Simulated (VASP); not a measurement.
Wanted: the native input for a VASP 6.6.1 run.

- Task: single point
- Functional: LDA
- Potentials or basis: VASP PAW LDA potentials, release 64 (Cd, S)
- Cutoff: 520 eV
- k mesh: 8 × 8 × 4
- Occupations: fermi-dirac, width 0.02 eV
- Spin: no spin polarisation
- Dipole correction: no
- Further INCAR settings: ALGO = Normal; EDIFF = 1e-07; NBANDS = 26

The structure of CdS lies in POSCAR:

```
CdS
1.0
    4.0789166881      0.0000000000      0.0000000000
   -2.0394583441      3.5324454719      0.0000000000
    0.0000000000      0.0000000000      6.6577861159
Cd S
2 2
Direct
    0.3333333333      0.6666666667      0.0000000000
    0.6666666667      0.3333333333      0.5000000000
    0.3333333333      0.6666666667      0.3850000000
    0.6666666667      0.3333333333      0.8850000000
```

This cell differs from its parent crystal: volume scaled by 0.96.

These files were run (other wordings do the same):

INCAR

```
ALGO = Normal
EDIFF = 1E-7
ENCUT = 520
GGA = CA
ISIF = 2
ISMEAR = -1
LASPH = True
LCHARG = False
LREAL = False
LWAVE = False
NBANDS = 26
NELM = 100
PREC = Accurate
SIGMA = 0.02
```

KPOINTS

```
k-points
0
Gamma
  8 8 4
```

Potentials or basis: VASP PAW LDA potentials, release 64 (Cd, S).

Command:

```bash
$ cat potpaw_LDA.64/Cd/POTCAR potpaw_LDA.64/S/POTCAR > POTCAR
$ mpirun -np 1 vasp_std > vasp.out
```

Results of the run:

```
Pressure               : 0.3 GPa
Largest force          : 0.291 eV/Å
Band gap on the k mesh : 1.06 eV, direct
```

Run time: 65 s on 1 thread of Intel(R) Xeon(R) Platinum 8375C CPU @ 2.90GHz (Ice Lake), with other jobs on the host, peak memory 0.2 GiB.
